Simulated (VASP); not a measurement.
# BP (I-4m2) in VASP: notebook

BP is run at these levels: r2SCAN; tasks: single point.

Program: VASP 6.6.1. These are calculated values, not measurements. Logs are shortened: lines on timing, memory, paths and dates and some standing lists are left out, and cuts for length are marked.

## (1) The cell of the first run

Symmetry: I-4m2, No. 119, tetragonal system. The conventional cell has a = 2.803 Å, b = 2.803 Å, c = 5.946 Å, α = 90.00°, β = 90.00°, γ = 90.00°. Within 2.9 Å of B (site symmetry -4m2) lie 4 P at 2.04 Å and 4 B at 2.80 Å. Within 2.9 Å of P (site symmetry -4m2) lie 4 B at 2.04 Å and 4 P at 2.80 Å.

## (2) Single point, r2SCAN

Input file POSCAR:

```
BP
1.0
    0.0000000000      1.9821540745      2.9732311117
    1.9821540745      0.0000000000      2.9732311117
    1.9821540745      1.9821540745      0.0000000000
B P
1 1
Direct
    0.0000000000      0.0000000000      0.0000000000
    0.7500000000      0.7500000000      0.7500000000
```

Input file INCAR.step1:

```
PREC     = Accurate       # precision mode
ENCUT    = 520            # plane-wave cutoff, eV
ISMEAR   = 0              # smearing method
SIGMA    = 0.05           # smearing width, eV
LREAL    = False          # projectors in reciprocal space
LASPH    = True           # aspherical terms in the spheres
NELM     = 100            # most SCF steps
NBANDS   = 11             # bands
GGA      = PE             # functional
ALGO     = Normal         # electronic algorithm
EDIFF    = 1E-4           # SCF threshold, eV
LWAVE    = True           # write WAVECAR
LCHARG   = False          # write CHGCAR
```

Input file INCAR.step2:

```
PREC     = Accurate       # precision mode
ENCUT    = 520            # plane-wave cutoff, eV
EDIFF    = 1E-7           # SCF threshold, eV
ISMEAR   = 0              # smearing method
SIGMA    = 0.05           # smearing width, eV
LREAL    = False          # projectors in reciprocal space
LASPH    = True           # aspherical terms in the spheres
NELM     = 100            # most SCF steps
ALGO     = Normal         # electronic algorithm
ISIF     = 2              # what is computed and relaxed
LWAVE    = False          # write WAVECAR
LCHARG   = False          # write CHGCAR
METAGGA  = R2SCAN         # meta-GGA
LMIXTAU  = True         
NBANDS   = 11             # bands
ISTART   = 1
```

Input file KPOINTS:

```
Automatic mesh
0
Gamma
  12 12 12
```

Potentials or basis: VASP PAW PBE potentials, release 64 (B, P).

Run with:

```
cat potpaw_PBE.64/B/POTCAR potpaw_PBE.64/P/POTCAR > POTCAR
cp INCAR.step1 INCAR
mpirun -np 1 vasp_std > vasp.out
cp INCAR.step2 INCAR
mpirun -np 1 vasp_std > vasp.out
```

OUTCAR:

```text
PREC = Accurate
   ENCUT = 520
   EDIFF = 1E-7
   ISMEAR = 0
   LREAL = False
   LASPH = True
   NELM = 100
   ISIF = 2
   METAGGA = R2SCAN
   ISTART = 1

 ion  position               nearest neighbor table
   1  0.000  0.000  0.000-   2 2.04   2 2.04   2 2.04   2 2.04
   2  0.750  0.750  0.750-   1 2.04   1 2.04   1 2.04   1 2.04

  LATTYP: Found a body centered tetragonal cell.
 ALAT       =     2.8031891749
 C/A-ratio  =     2.1213203435

  Lattice vectors:

 A1 = (  -1.9821540745,   0.0000000000,   2.9732311117)
 A2 = (   1.9821540745,   0.0000000000,   2.9732311117)
 A3 = (   0.0000000000,   1.9821540745,  -2.9732311117)

Analysis of symmetry for initial positions (statically):
=====================================================================
 Subroutine PRICEL returns:
 Original cell was already a primitive cell.

 Routine SETGRP: Setting up the symmetry group for a
 body centered tetragonal supercell.

 Subroutine GETGRP returns: Found  8 space group operations
 (whereof  8 operations were pure point group operations)
 out of a pool of 16 trial point group operations.

The static configuration has the point symmetry D_2d.

Analysis of symmetry for dynamics (positions and initial velocities):
=====================================================================
 Subroutine PRICEL returns:
 Original cell was already a primitive cell.

 Routine SETGRP: Setting up the symmetry group for a
 body centered tetragonal supercell.

 Subroutine GETGRP returns: Found  8 space group operations
 (whereof  8 operations were pure point group operations)
 out of a pool of 16 trial point group operations.

The dynamic configuration has the point symmetry D_2d.

 Subroutine INISYM returns: Found  8 space group operations
 (whereof  8 operations are pure point group operations),
 and found     1 'primitive' translations

----------------------------------------------------------------------------------------

                                     Primitive cell

  volume of cell :      23.3633

  direct lattice vectors                    reciprocal lattice vectors
     0.000000000  1.982154074  2.973231112    -0.252250825  0.252250825  0.168167216
     1.982154074  0.000000000  2.973231112     0.252250825 -0.252250825  0.168167216
     1.982154074  1.982154074  0.000000000     0.252250825  0.252250825 -0.168167216

  length of vectors
     3.573379076  3.573379076  2.803189175     0.394387081  0.394387081  0.394387081

  position of ions in fractional coordinates (direct lattice)
     0.000000000  0.000000000  0.000000000
     0.750000000  0.750000000  0.750000000

  ion indices of the primitive-cell ions
   primitive index   ion index
                 1           1
                 2           2

----------------------------------------------------------------------------------------

 KPOINTS: Automatic mesh

Automatic generation of k-mesh.
 Grid dimensions read from file:
 generate k-points for:   12   12   12

 Generating k-lattice:

  Cartesian coordinates                     Fractional coordinates (reciprocal lattice)
    -0.021020902  0.021020902  0.014013935     0.083333333  0.000000000  0.000000000
     0.021020902 -0.021020902  0.014013935     0.000000000  0.083333333  0.000000000
     0.021020902  0.021020902 -0.014013935    -0.000000000 -0.000000000  0.083333333

  Length of vectors
     0.032865590  0.032865590  0.032865590

  Shift w.r.t. Gamma in fractional coordinates (k-lattice)
     0.000000000  0.000000000  0.000000000

 Subroutine IBZKPT returns following result:
 ===========================================

 Found    163 irreducible k-points:

 Following reciprocal coordinates:
            Coordinates               Weight
  0.000000  0.000000  0.000000      1.000000
  0.083333 -0.000000  0.000000      8.000000
  0.166667 -0.000000  0.000000      8.000000
  0.250000 -0.000000  0.000000      8.000000
  0.333333 -0.000000  0.000000      8.000000
  0.416667  0.000000  0.000000      8.000000
[... 16 lines left out ...]
  0.500000  0.166667  0.000000      8.000000
 -0.416667  0.166667  0.000000      8.000000
 [... further k-points ...]
   k-points           NKPTS =    163   k-points in BZ     NKDIM =    163   number of bands    NBANDS=     11
   number of dos      NEDOS =    301   number of ions     NIONS =      2
   total plane-waves  NPLWV =  18816
   dimension x,y,z NGX =    28 NGY =   28 NGZ =   24
   dimension x,y,z NGXF=    56 NGYF=   56 NGZF=   48
   ions per type =               1   1
   NGX,Y,Z   is equivalent  to a cutoff of  13.03, 13.03, 14.23 a.u.
   NGXF,Y,Z  is equivalent  to a cutoff of  26.05, 26.05, 28.47 a.u.
 SYSTEM =  unknown system
   PREC   = accura    normal or accurate (medium, high low for compatibility)
   ISTART =      1    job   : 0-new  1-cont  2-samecut
   ICHARG =      0    charge: 1-file 2-atom 10-const
   ISPIN  =      1    spin polarized calculation?
   LNONCOLLINEAR =      F non collinear calculations
   LSORBIT =      F    spin-orbit coupling
   LASPH  =      T    aspherical Exc in radial PAW
   ENCUT  =  520.0 eV  38.22 Ry    6.18 a.u.   6.64  6.64  5.21*2*pi/ulx,y,z
   NELM   =    100;   NELMIN=  2; NELMDL=  0     # of ELM steps
   EDIFF  = 0.1E-06   stopping-criterion for ELM
   LREAL  =      F    real-space projection
   EDIFFG = 0.1E-05   stopping-criterion for IOM
   NSW    =      0    number of steps for IOM
   IBRION =     -1    ionic relax: 0-MD 1-quasi-New 2-CG
   NFREE  =      0    steps in history (QN), initial steepest desc. (CG)
   ISIF   =      2    stress and relaxation
   ISYM   =      2    0-nonsym 1-usesym 2-fastsym
   POTIM  = 0.5000    time-step for ionic-motion
   TEBEG  =    0.0;   TEEND  =   0.0 temperature during run
   PSTRESS=    0.0 pullay stress
   NELECT =       8.0000    total number of electrons
   NUPDOWN=      -1.0000    fix difference up-down
   EMIN   =  10.00;   EMAX   =-10.00  energy-range for DOS
   EFERMI =   0.00;   METHOD = LEGACY
   ISMEAR =     0;   SIGMA  =   0.05  broadening in eV -4-tet -1-fermi 0-gaus
   EFERMI_NEDOS =   21; number of points for ismear=-14 and -15
   IALGO  =     38    algorithm
   IMIX   =      4    mixing-type and parameters
     AMIX     =   0.40;   BMIX     =  1.00
     AMIX_MAG =   1.60;   BMIX_MAG =  1.00
  volume/ion in A,a.u.               =      11.68        78.83
  Fermi-wavevector in a.u.,A,eV,Ry     =   1.145320  2.164342 17.847562  1.311759
  Thomas-Fermi vector in A             =   2.282009
   LORBIT       =      0    0 simple, 1 ext, 2 COOP (PROOUT), +10 PAW based schemes
   METAGGA = R2SCAN    functional components
   LHFCALC =     F    Hartree Fock is set to
   AEXX    =    0.0000 exact exchange contribution
   IVDW    =     0    specifies the selected vdW correction
   LEPSILON=     F    determine dielectric tensor
   LRPA    =     F    only Hartree local field effects (RPA)
 non-spin polarized calculation
 Gauss-broadening in eV      SIGMA  =   0.05
  energy-cutoff  :      520.00
  volume of cell :       23.36
 maximum number of plane-waves:       647
   NGX = 13   NGY = 13   NGZ = 11

 number of electron       7.9999999 magnetization

 Free energy of the ion-electron system (eV)
  ---------------------------------------------------
  ext. energy  EPLUGINS =         0.00000000
  ---------------------------------------------------
  free energy    TOTEN  =       -14.77462301 eV

  energy without entropy =      -14.77363675  energy(sigma->0) =      -14.77412988

 E-fermi :   8.4238     XC(G=0): -11.7238

 val. band max:        8.4222154449   @ k =  -0.4167   0.0833   0.5000
 cond. band min:       8.4329236887   @ k =  -0.4167   0.0833   0.4167
 fundamental gap:      0.0107082438
 Fermi energy:         8.4238138615

 k-point     1 :       0.0000    0.0000    0.0000
  band No.  band energies     occupation
      1      -8.8548      2.00000
      2       3.5541      2.00000
      3       9.5111      0.00000
      4       9.8201      0.00000
      5       9.8201      0.00000
      6      11.4986      0.00000
      7      11.4986      0.00000
      8      13.0544      0.00000
      9      18.5544      0.00000
     10      19.4012      0.00000
     11      21.0081      0.00000

 k-point     2 :       0.0833   -0.0000    0.0000
  band No.  band energies     occupation
      1      -8.7114      2.00000
      2       3.3685      2.00000
      3       8.5674      0.00005
      4       9.6894      0.00000
      5       9.7606      0.00000
      6      11.0855      0.00000
      7      11.8223      0.00000
      8      13.9455      0.00000
      9      18.6819      0.00000
     10      20.3354      0.00000
     11      21.5348      0.00000

 k-point     3 :       0.1667   -0.0000    0.0000
  band No.  band energies     occupation
      1      -8.2846      2.00000
      2       2.8714      2.00000
      3       6.4463      2.00000
      4       9.4149      0.00000
      5       9.4870      0.00000
      6      11.3600      0.00000
      7      12.5699      0.00000
      8      14.9770      0.00000
      9      19.5383      0.00000
     10      21.6621      0.00000
     11      23.3969      0.00000

 k-point     4 :       0.2500   -0.0000    0.0000
  band No.  band energies     occupation
      1      -7.5870      2.00000
      2       2.0194      2.00000
      3       4.5566      2.00000
      4       8.4511      0.44015
      5       9.3740      0.00000
      6      12.6902      0.00000
      7      13.4638      0.00000
      8      15.5999      0.00000
      9      20.6335      0.00000
     10      22.2604      0.00000
     11      23.2586      0.00000
[... 239 lines left out ...]
 k-point    22 :       0.4167    0.1667    0.0000
  band No.  band energies     occupation
      1      -6.6462      2.00000
      2      -0.4277      2.00000
      3       2.9343      2.00000
      4       8.2198      2.00000
      5      10.8115      0.00000
      6      14.9388      0.00000
      7      15.9429      0.00000
      8      16.9849      0.00000
      9      19.8517      0.00000
     10      22.3732      0.00000
     11      23.5816      0.00000

 k-point    23 :       0.5000    0.1667    0.0000
  band No.  band energies     occupation
      1      -5.6319      2.00000
      2      -1.0033      2.00000
      3       1.5132      2.00000
      4       8.5212      0.00587
      5      10.0989      0.00000
      6      15.2365      0.00000
      7      16.1452      0.00000
      8      17.7012      0.00000
      9      20.5897      0.00000
     10      22.8136      0.00000
     11      22.9988      0.00000

 k-point    24 :      -0.4167    0.1667    0.0000
  band No.  band energies     occupation
      1      -4.8257      2.00000
      2      -1.6054      2.00000
      3       1.0797      2.00000
      4       8.9421      0.00000
      5       9.5381      0.00000
      6      15.1727      0.00000
      7      15.8168      0.00000
      8      16.9000      0.00000
      9      21.5971      0.00000
     10      21.7910      0.00000
     11      23.0530      0.00000

 [... further k-points ...]

------------------------ aborting loop because EDIFF is reached ----------------------------------------

  FORCE on cell =-STRESS in cart. coord.  units (eV):
  Direction    XX          YY          ZZ          XY          YZ          ZX
  --------------------------------------------------------------------------------------
  -------------------------------------------------------------------------------------
  Total        3.4396977      3.4396977     -8.7499298      0.0000000     -0.0000000      0.0000000
  in kB      235.8833965    235.8833965   -600.0420235      0.0000000     -0.0000000      0.0000000
  external PRESSURE =     -42.7584102 kB  Pullay stress =       0.0000000 kB

 VOLUME and BASIS-vectors are now :
 -----------------------------------------------------------------------------
  energy-cutoff  :      520.00
  volume of cell :       23.36
      direct lattice vectors                 reciprocal lattice vectors
     0.000000000  1.982154074  2.973231112    -0.252250825  0.252250825  0.168167216
     1.982154074  0.000000000  2.973231112     0.252250825 -0.252250825  0.168167216
     1.982154074  1.982154074  0.000000000     0.252250825  0.252250825 -0.168167216

 POSITION                                       TOTAL-FORCE (eV/Angst)
 -----------------------------------------------------------------------------------
      0.00000      0.00000      0.00000        -0.000000     -0.000000      0.000000
      2.97323      2.97323      4.45985         0.000000      0.000000      0.000000
 -----------------------------------------------------------------------------------
    total drift:                               -0.000008     -0.000008     -0.000000

  FREE ENERGIE OF THE ION-ELECTRON SYSTEM (eV)
  ---------------------------------------------------
  free  energy   TOTEN  =       -14.7746230107 eV

  energy  without entropy=      -14.7736367523  energy(sigma->0) =      -14.77412988
```

It took 95 s on 1 thread of Intel Xeon 6975P-C (Granite Rapids), shared host; peak memory 0.17 GiB.

Results:

```yaml
Free_energy: -14.7746 eV
Pressure: -4.3 GPa
Band_gap_on_the_k_mesh: zero (bands 4 and 5 overlap by 2.47 eV)
```

Stress tensor (GPa, compression positive):
```
 23.59   0.00   0.00
  0.00  23.59   0.00
  0.00   0.00 -60.00
```

Caveat: the stress differs along the axes, from -60 to 24 GPa; the PAW data sets were made with another functional, which shifts forces and pressure a little.

## (3) Single point, r2SCAN

This run uses another cell than the first one, of the same volume but with other edges.

Input file POSCAR:

```
BP
1.0
    0.0000000000      2.3000860547      2.2080826125
    2.3000860547      0.0000000000      2.2080826125
    2.3000860547      2.3000860547      0.0000000000
B P
1 1
Direct
    0.0000000000      0.0000000000      0.0000000000
    0.7500000000      0.7500000000      0.7500000000
```

Input file INCAR.step1:

```
ALGO = Normal ; EDIFF = 1E-4
ENCUT = 520 ; GGA = PE
ISMEAR = 0 ; LASPH = T
LCHARG = F ; LREAL = F
LWAVE = T ; NBANDS = 11
NELM = 100 ; PREC = Accurate
SIGMA = 0.05
```

Input file INCAR.step2:

```
ALGO = Normal ; EDIFF = 1E-6
ENCUT = 520 ; ISIF = 2
ISMEAR = 0 ; ISTART = 1
LASPH = T ; LCHARG = T
LELF = T ; LMIXTAU = T
LREAL = F ; LVHAR = T
LWAVE = F ; METAGGA = R2SCAN
NBANDS = 11 ; NELM = 100
PREC = Accurate ; SIGMA = 0.05
```

Input file KPOINTS:

```
k-points
0
Gamma
  12 12 12
```

Potentials or basis: VASP PAW PBE potentials, release 64 (B, P).

Run with:

```
cat potpaw_PBE.64/B/POTCAR potpaw_PBE.64/P/POTCAR > POTCAR
cp INCAR.step1 INCAR
mpirun -np 1 vasp_std > vasp.out
cp INCAR.step2 INCAR
mpirun -np 1 vasp_std > vasp.out
```

OUTCAR:

```text
EDIFF = 1E-6
   ENCUT = 520
   ISIF = 2
   ISMEAR = 0
   ISTART = 1
   LASPH = T
   LREAL = F
   METAGGA = R2SCAN
   NELM = 100
   PREC = Accurate

 ion  position               nearest neighbor table
   1  0.000  0.000  0.000-   2 1.97   2 1.97   2 1.97   2 1.97
   2  0.750  0.750  0.750-   1 1.97   1 1.97   1 1.97   1 1.97

  LATTYP: Found a body centered tetragonal cell.
 ALAT       =     3.2528128932
 C/A-ratio  =     1.3576450199

  Lattice vectors:

[... 520 lines left out ...]

 [... further k-points ...]

------------------------ aborting loop because EDIFF is reached ----------------------------------------

  FORCE on cell =-STRESS in cart. coord.  units (eV):
  Direction    XX          YY          ZZ          XY          YZ          ZX
  --------------------------------------------------------------------------------------
  -------------------------------------------------------------------------------------
  Total       -0.6432354     -0.6432354      0.9830056      0.0000000     -0.0000000      0.0000000
  in kB      -44.1110113    -44.1110113     67.4113624      0.0000000     -0.0000000      0.0000000
  external PRESSURE =      -6.9368867 kB  Pullay stress =       0.0000000 kB

 VOLUME and BASIS-vectors are now :
 -----------------------------------------------------------------------------
  energy-cutoff  :      520.00
  volume of cell :       23.36
      direct lattice vectors                 reciprocal lattice vectors
     0.000000000  2.300086055  2.208082613    -0.217383171  0.217383171  0.226440803
     2.300086055  0.000000000  2.208082613     0.217383171 -0.217383171  0.226440803
     2.300086055  2.300086055  0.000000000     0.217383171  0.217383171 -0.226440803

 POSITION                                       TOTAL-FORCE (eV/Angst)
 -----------------------------------------------------------------------------------
      0.00000      0.00000      0.00000        -0.000000      0.000000     -0.000000
      3.45013      3.45013      3.31212         0.000000     -0.000000      0.000000
 -----------------------------------------------------------------------------------
    total drift:                               -0.000000     -0.000000     -0.000000

  FREE ENERGIE OF THE ION-ELECTRON SYSTEM (eV)
  ---------------------------------------------------
  free  energy   TOTEN  =       -17.2889620551 eV

  energy  without entropy=      -17.2889620551  energy(sigma->0) =      -17.28896206
```

OSZICAR.step1:

```text
N       E                     dE             d eps       ncg     rms          rms(c)
DAV:   1     0.937142279358E+01    0.93714E+01   -0.39852E+03  3602   0.654E+02
DAV:   2    -0.129767350154E+02   -0.22348E+02   -0.21263E+02  4768   0.110E+02
DAV:   3    -0.136121779438E+02   -0.63544E+00   -0.63386E+00  4526   0.160E+01
DAV:   4    -0.136145942884E+02   -0.24163E-02   -0.24162E-02  4101   0.118E+00
DAV:   5    -0.136146067085E+02   -0.12420E-04   -0.12420E-04  4480   0.841E-02    0.720E+00
DAV:   6    -0.130074129911E+02    0.60719E+00   -0.13897E+00  4093   0.509E+00    0.388E+00
DAV:   7    -0.129171669676E+02    0.90246E-01   -0.23106E-01  4478   0.239E+00    0.133E+00
DAV:   8    -0.129093224307E+02    0.78445E-02   -0.26629E-02  4205   0.931E-01    0.193E-01
DAV:   9    -0.129096409038E+02   -0.31847E-03   -0.71429E-04  4244   0.180E-01    0.123E-01
DAV:  10    -0.129098344742E+02   -0.19357E-03   -0.24743E-04  4069   0.988E-02    0.285E-02
DAV:  11    -0.129098446202E+02   -0.10146E-04   -0.10535E-05  2069   0.219E-02
   1 F= -.12909845E+02 E0= -.12909845E+02  d E =-.166938E-10
```

It took 47 s on 1 thread of Intel Xeon 6975P-C (Granite Rapids), shared host; peak memory 0.16 GiB.

Results:

* Free energy: -17.2890 eV
* Pressure: -0.7 GPa
* Band gap on the k mesh: 0.80 eV (least direct gap 3.21 eV)

Stress tensor (GPa, compression positive):
```
-4.41  0.00  0.00
 0.00 -4.41  0.00
 0.00  0.00  6.74
```

Caveat: the stress differs along the axes, from -4 to 7 GPa; the PAW data sets were made with another functional, which shifts forces and pressure a little. A k mesh can miss the band edges.
